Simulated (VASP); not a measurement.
# ZnO3 (ReO3 type) (Pm-3m) in VASP: single point with PBE

Aim: the single point of ZnO3 (ReO3 type) with PBE.

All numbers are computed with VASP 6.6.1; they aren't measurements. Logs are shortened: lines on timing, memory, paths and dates and some standing lists are left out, and cuts for length are marked.

### Step 1. The cell of the first run

The structure is cubic, space group Pm-3m (No. 221). Conventional cell: a = 3.760 Å, b = 3.760 Å, c = 3.760 Å, α = 90.00°, β = 90.00°, γ = 90.00°. Within 2.5 Å of Zn (site symmetry m-3m) lie 6 O at 1.88 Å. Within 2.5 Å of O (site symmetry 4/mmm) lie 2 Zn at 1.88 Å.

### Step 2. Single point, PBE

The input, INCAR:

```
SYSTEM = ZnO3
ALGO = Normal
EDIFF = 1E-6
ENCUT = 520
GGA = PE
ISIF = 2
ISMEAR = -1
LASPH = .True.
LCHARG = .False.
LREAL = .False.
LWAVE = .False.
NBANDS = 23
NELM = 100
PREC = Accurate
SIGMA = 0.06122561905347299
```

The input, KPOINTS:

```
k-points
0
Gamma
  28 28 28
  0 0 0
```

The input, POSCAR:

```
ZnO3
1.0
    3.7601459067      0.0000000000      0.0000000000
    0.0000000000      3.7601459067      0.0000000000
    0.0000000000      0.0000000000      3.7601459067
Zn O
1 3
Direct
    0.0000000000      0.0000000000      0.0000000000
    0.5000000000      0.0000000000      0.0000000000
    0.0000000000      0.5000000000      0.0000000000
    0.0000000000      0.0000000000      0.5000000000
```

Potentials or basis: VASP PAW PBE potentials, release 64 (Zn, O).

Run with:

```bash
$ cat potpaw_PBE.64/Zn/POTCAR potpaw_PBE.64/O/POTCAR > POTCAR
$ mpirun -np 1 vasp_std > vasp.out
```

OUTCAR:

```text
SYSTEM = ZnO3
   EDIFF = 1E-6
   ENCUT = 520
   GGA = PE
   ISIF = 2
   ISMEAR = -1
   LASPH = .True.
   LREAL = .False.
   NELM = 100
   PREC = Accurate

 ion  position               nearest neighbor table
   1  0.000  0.000  0.000-   2 1.88   3 1.88   4 1.88   4 1.88   3 1.88   2 1.88
   2  0.500  0.000  0.000-   1 1.88   1 1.88
   3  0.000  0.500  0.000-   1 1.88   1 1.88
   4  0.000  0.000  0.500-   1 1.88   1 1.88

  LATTYP: Found a simple cubic cell.
 ALAT       =     3.7601459067

  Lattice vectors:

 A1 = (   3.7601459067,   0.0000000000,   0.0000000000)
 A2 = (   0.0000000000,   3.7601459067,   0.0000000000)
 A3 = (   0.0000000000,   0.0000000000,   3.7601459067)

Analysis of symmetry for initial positions (statically):
=====================================================================
 Subroutine PRICEL returns:
 Original cell was already a primitive cell.

 Routine SETGRP: Setting up the symmetry group for a
 simple cubic supercell.

 Subroutine GETGRP returns: Found 48 space group operations
 (whereof 48 operations were pure point group operations)
 out of a pool of 48 trial point group operations.

The static configuration has the point symmetry O_h .

Analysis of symmetry for dynamics (positions and initial velocities):
=====================================================================
 Subroutine PRICEL returns:
 Original cell was already a primitive cell.

 Routine SETGRP: Setting up the symmetry group for a
 simple cubic supercell.

 Subroutine GETGRP returns: Found 48 space group operations
 (whereof 48 operations were pure point group operations)
 out of a pool of 48 trial point group operations.

The dynamic configuration has the point symmetry O_h .

 Subroutine INISYM returns: Found 48 space group operations
 (whereof 48 operations are pure point group operations),
 and found     1 'primitive' translations

----------------------------------------------------------------------------------------

                                     Primitive cell

  volume of cell :      53.1636

  direct lattice vectors                    reciprocal lattice vectors
     3.760145907  0.000000000  0.000000000     0.265947127  0.000000000  0.000000000
     0.000000000  3.760145907  0.000000000     0.000000000  0.265947127  0.000000000
     0.000000000  0.000000000  3.760145907     0.000000000  0.000000000  0.265947127

  length of vectors
     3.760145907  3.760145907  3.760145907     0.265947127  0.265947127  0.265947127

  position of ions in fractional coordinates (direct lattice)
     0.000000000  0.000000000  0.000000000
     0.500000000  0.000000000  0.000000000
     0.000000000  0.500000000  0.000000000
     0.000000000  0.000000000  0.500000000

  ion indices of the primitive-cell ions
   primitive index   ion index
                 1           1
                 2           2
                 3           3
                 4           4

----------------------------------------------------------------------------------------

 KPOINTS: k-points

Automatic generation of k-mesh.
 Grid dimensions read from file:
 generate k-points for:   28   28   28

 Generating k-lattice:

  Cartesian coordinates                     Fractional coordinates (reciprocal lattice)
     0.009498112  0.000000000  0.000000000     0.035714286  0.000000000  0.000000000
     0.000000000  0.009498112  0.000000000     0.000000000  0.035714286  0.000000000
     0.000000000  0.000000000  0.009498112     0.000000000  0.000000000  0.035714286

  Length of vectors
     0.009498112  0.009498112  0.009498112

  Shift w.r.t. Gamma in fractional coordinates (k-lattice)
     0.000000000  0.000000000  0.000000000

 Subroutine IBZKPT returns following result:
 ===========================================

 Found    680 irreducible k-points:

 Following reciprocal coordinates:
            Coordinates               Weight
  0.000000  0.000000  0.000000      1.000000
  0.035714  0.000000  0.000000      6.000000
  0.071429  0.000000  0.000000      6.000000
  0.107143  0.000000  0.000000      6.000000
  0.142857  0.000000  0.000000      6.000000
  0.178571  0.000000  0.000000      6.000000
[... 16 lines left out ...]
  0.285714  0.035714  0.000000     24.000000
  0.321429  0.035714  0.000000     24.000000
 [... further k-points ...]
   k-points           NKPTS =    680   k-points in BZ     NKDIM =    680   number of bands    NBANDS=     23
   number of dos      NEDOS =    301   number of ions     NIONS =      4
   total plane-waves  NPLWV =  21952
   dimension x,y,z NGX =    28 NGY =   28 NGZ =   28
   dimension x,y,z NGXF=    56 NGYF=   56 NGZF=   56
   ions per type =               1   3
   NGX,Y,Z   is equivalent  to a cutoff of  12.38, 12.38, 12.38 a.u.
   NGXF,Y,Z  is equivalent  to a cutoff of  24.76, 24.76, 24.76 a.u.
 SYSTEM =  ZnO3
   PREC   = accura    normal or accurate (medium, high low for compatibility)
   ISTART =      0    job   : 0-new  1-cont  2-samecut
   ICHARG =      2    charge: 1-file 2-atom 10-const
   ISPIN  =      1    spin polarized calculation?
   LNONCOLLINEAR =      F non collinear calculations
   LSORBIT =      F    spin-orbit coupling
   LASPH  =      T    aspherical Exc in radial PAW
   ENCUT  =  520.0 eV  38.22 Ry    6.18 a.u.   6.99  6.99  6.99*2*pi/ulx,y,z
   NELM   =    100;   NELMIN=  2; NELMDL= -5     # of ELM steps
   EDIFF  = 0.1E-05   stopping-criterion for ELM
   LREAL  =      F    real-space projection
   EDIFFG = 0.1E-04   stopping-criterion for IOM
   NSW    =      0    number of steps for IOM
   IBRION =     -1    ionic relax: 0-MD 1-quasi-New 2-CG
   NFREE  =      0    steps in history (QN), initial steepest desc. (CG)
   ISIF   =      2    stress and relaxation
   ISYM   =      2    0-nonsym 1-usesym 2-fastsym
   POTIM  = 0.5000    time-step for ionic-motion
   TEBEG  =    0.0;   TEEND  =   0.0 temperature during run
   PSTRESS=    0.0 pullay stress
   NELECT =      30.0000    total number of electrons
   NUPDOWN=      -1.0000    fix difference up-down
   EMIN   =  10.00;   EMAX   =-10.00  energy-range for DOS
   EFERMI =   0.00;   METHOD = LEGACY
   ISMEAR =    -1;   SIGMA  =   0.06  broadening in eV -4-tet -1-fermi 0-gaus
   EFERMI_NEDOS =   21; number of points for ismear=-14 and -15
   IALGO  =     38    algorithm
   IMIX   =      4    mixing-type and parameters
     AMIX     =   0.40;   BMIX     =  1.00
     AMIX_MAG =   1.60;   BMIX_MAG =  1.00
  volume/ion in A,a.u.               =      13.29        89.69
  Fermi-wavevector in a.u.,A,eV,Ry     =   1.352832  2.556482 24.900765  1.830155
  Thomas-Fermi vector in A             =   2.480138
   LORBIT       =      0    0 simple, 1 ext, 2 COOP (PROOUT), +10 PAW based schemes
   GGA     = PE    functional components
   LHFCALC =     F    Hartree Fock is set to
   AEXX    =    0.0000 exact exchange contribution
   IVDW    =     0    specifies the selected vdW correction
   LEPSILON=     F    determine dielectric tensor
   LRPA    =     F    only Hartree local field effects (RPA)
 non-spin polarized calculation
  energy-cutoff  :      520.00
  volume of cell :       53.16
 maximum number of plane-waves:      1472
 NGX is ok and might be reduce to    28
   NGX = 13   NGY = 13   NGZ = 13

 number of electron      30.0000010 magnetization

 Free energy of the ion-electron system (eV)
  ---------------------------------------------------
  ext. energy  EPLUGINS =         0.00000000
  ---------------------------------------------------
  free energy    TOTEN  =       -13.02536345 eV

  energy without entropy =      -12.94494527  energy(sigma->0) =      -12.98515436

 E-fermi :  -1.9708     XC(G=0):  -9.2954

 val. band max:       -1.9711267303   @ k =   0.3214   0.1429   0.1429
 cond. band min:      -1.9699785727   @ k =   0.5000   0.1786   0.0714
 fundamental gap:      0.0011481576
 Fermi energy:        -1.9707583441

 k-point     1 :       0.0000    0.0000    0.0000
  band No.  band energies     occupation
      1     -19.9900      2.00000
      2     -18.2082      2.00000
      3     -18.2082      2.00000
      4      -7.6514      2.00000
      5      -7.6514      2.00000
      6      -7.6514      2.00000
[... 15 lines left out ...]
     22      15.9606      0.00000
     23      15.9606      0.00000

 k-point     2 :       0.0357    0.0000    0.0000
  band No.  band energies     occupation
      1     -19.9847      2.00000
      2     -18.2109      2.00000
      3     -18.2081      2.00000
      4      -7.6552      2.00000
      5      -7.6552      2.00000
      6      -7.6514      2.00000
[... 15 lines left out ...]
     22      15.9548      0.00000
     23      15.9564      0.00000

 k-point     3 :       0.0714    0.0000    0.0000
  band No.  band energies     occupation
      1     -19.9689      2.00000
      2     -18.2184      2.00000
      3     -18.2073      2.00000
      4      -7.6662      2.00000
      5      -7.6662      2.00000
      6      -7.6512      2.00000
[... 15 lines left out ...]
     22      15.9391      0.00000
     23      15.9391      0.00000

 k-point     4 :       0.1071    0.0000    0.0000
  band No.  band energies     occupation
      1     -19.9430      2.00000
      2     -18.2309      2.00000
      3     -18.2061      2.00000
      4      -7.6835      2.00000
      5      -7.6835      2.00000
      6      -7.6511      2.00000
[... 15 lines left out ...]
     22      15.9131      0.00000
     23      15.9131      0.00000

 k-point     5 :       0.1429    0.0000    0.0000
  band No.  band energies     occupation
      1     -19.9075      2.00000
      2     -18.2485      2.00000
      3     -18.2045      2.00000
      4      -7.7099      2.00000
      5      -7.7058      2.00000
      6      -7.7058      2.00000
[... 434 lines left out ...]
 k-point    22 :       0.2500    0.0357    0.0000
  band No.  band energies     occupation
      1     -19.7506      2.00000
      2     -18.3289      2.00000
      3     -18.1995      2.00000
      4      -8.4545      2.00000
      5      -7.7914      2.00000
      6      -7.7868      2.00000
[... 15 lines left out ...]
     22      15.7111      0.00000
     23      15.7645      0.00000

 k-point    23 :       0.2857    0.0357    0.0000
  band No.  band energies     occupation
      1     -19.6903      2.00000
      2     -18.3635      2.00000
      3     -18.1970      2.00000
      4      -8.6632      2.00000
      5      -7.8183      2.00000
      6      -7.8136      2.00000
[... 15 lines left out ...]
     22      15.6473      0.00000
     23      15.7182      0.00000

 k-point    24 :       0.3214    0.0357    0.0000
  band No.  band energies     occupation
      1     -19.6290      2.00000
      2     -18.4003      2.00000
      3     -18.1946      2.00000
      4      -8.8461      2.00000
      5      -7.8429      2.00000
      6      -7.8381      2.00000
[... 15 lines left out ...]
     22      15.5853      0.00000
     23      15.7013      0.00000

 [... further k-points ...]
[... 5 lines left out ...]
  --------------------------------------------------------------------------------------
  -------------------------------------------------------------------------------------
  Total        2.3771085      2.3771085      2.3771085     -0.0000000      0.0000000     -0.0000000
  in kB       71.6383375     71.6383375     71.6383375     -0.0000000      0.0000000     -0.0000000
  external PRESSURE =      71.6383375 kB  Pullay stress =       0.0000000 kB

 VOLUME and BASIS-vectors are now :
 -----------------------------------------------------------------------------
  energy-cutoff  :      520.00
  volume of cell :       53.16
      direct lattice vectors                 reciprocal lattice vectors
     3.760145907  0.000000000  0.000000000     0.265947127  0.000000000  0.000000000
     0.000000000  3.760145907  0.000000000     0.000000000  0.265947127  0.000000000
     0.000000000  0.000000000  3.760145907     0.000000000  0.000000000  0.265947127

 POSITION                                       TOTAL-FORCE (eV/Angst)
 -----------------------------------------------------------------------------------
      0.00000      0.00000      0.00000         0.000000      0.000000      0.000000
      1.88007      0.00000      0.00000         0.000000      0.000000      0.000000
      0.00000      1.88007      0.00000         0.000000      0.000000      0.000000
      0.00000      0.00000      1.88007         0.000000      0.000000      0.000000
 -----------------------------------------------------------------------------------
    total drift:                               -0.000000      0.000000     -0.000000

  FREE ENERGIE OF THE ION-ELECTRON SYSTEM (eV)
  ---------------------------------------------------
  free  energy   TOTEN  =       -13.0253634456 eV

  energy  without entropy=      -12.9449452712  energy(sigma->0) =      -12.98515436
```

Run time: 6.8 min. Hardware: 1 thread of Intel Xeon Platinum 8559C (Emerald Rapids), shared host; peak memory 0.72 GiB.

What came out:

```yaml
Free_energy: -13.0254 eV
Pressure: 7.2 GPa
Band_gap_on_the_k_mesh: zero (bands 15 and 16 overlap by 0.89 eV)
```

Caveat: the cell stands under pressure.
